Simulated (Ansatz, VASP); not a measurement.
# Be2C3: VASP beside Ansatz

```
Be C
1.0
     2.54634    1.47013    3.27920
    -2.54634    1.47013    3.27920
     0.00000   -2.94027    3.27920
Be C
4 6
Direct
  0.85885 0.85885 0.85885
  0.64115 0.64115 0.64115
  0.14115 0.14115 0.14115
  0.35885 0.35885 0.35885
  0.06944 0.43056 0.75000
  0.75000 0.06944 0.43056
  0.43056 0.75000 0.06944
  0.93056 0.56944 0.25000
  0.25000 0.93056 0.56944
  0.56944 0.25000 0.93056
```

Alike in both runs: functional PBE; k mesh 12 × 12 × 12; occupations gaussian, width 0.1 eV; no spin polarisation.

Ansatz relaxed the structure, and its values are those at the end. VASP's run is a single point on that final structure, the one shown.

```csv
,VASP,Ansatz
version,VASP 6.6.1,Ansatz 0.2.0
potentials or method,"VASP PAW PBE potentials, release 64 (Be, C), cutoff 520 eV","scalar-relativistic, plane waves, PAW"
valence electrons in the cell,32,32
```

Ansatz gave:

```
gap on the k mesh at the Fermi level (eV) : none
pressure (GPa)                            : 0.0
```

Which values does VASP return?

gap on the k mesh at the Fermi level (eV): none; pressure (GPa): 0.2.

A gap of «none» marks a metal or a gap that the smearing closes. With one functional, cell and mesh, what is left measures potentials, basis and numerics.
